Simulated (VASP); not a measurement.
A run of VASP 6.6.1 is set up as follows.

The input INCAR:

```
SYSTEM = NaCl
  PREC = Accurate
  ENCUT = 500
  EDIFF = 1E-6
  ISMEAR = 0
  SIGMA = 0.1
  LREAL = .False.
  LASPH = .True.
  NELM = 120
  ALGO = Normal
  ISIF = 2
  LWAVE = .False.
  LCHARG = .False.
  GGA = PE
  NBANDS = 14
  GGA_COMPAT = .False.
```

The input KPOINTS:

```
Automatic mesh
0
Gamma
  4 4 4
  0 0 0
```

The input POSCAR:

```
NaCl
1.0
    3.5021900000      0.0000000000      0.0000000000
    0.0000000000      3.5021900000      0.0000000000
    0.0000000000      0.0000000000      3.5021900000
Na Cl
1 1
Direct
    0.0243827690     -0.0025769462      0.0276332465
    0.5257611099      0.4783173361      0.5510370113
```

Potentials or basis: VASP PAW PBE potentials, release 64 (Na_pv, Cl).

The run is started by

```console
$ cat potpaw_PBE.64/Na_pv/POTCAR potpaw_PBE.64/Cl/POTCAR > POTCAR
$ mpirun -np 1 vasp_std > vasp.out
```

Question: Predict the largest force.

Answer: 0.038 eV/Å.

Question: What does it give for the pressure?

Answer: 0.2 GPa.

Question: What does it give for the band gap on the k mesh?

Answer: 3.98 eV (least direct gap 4.47 eV).

Stress tensor (GPa, compression positive):
```
 0.22 -0.01  0.01
-0.01  0.22 -0.08
 0.01 -0.08  0.22
```

Caveat: the k points lie up to 0.45 Å⁻¹ apart. A k mesh can miss the band edges.
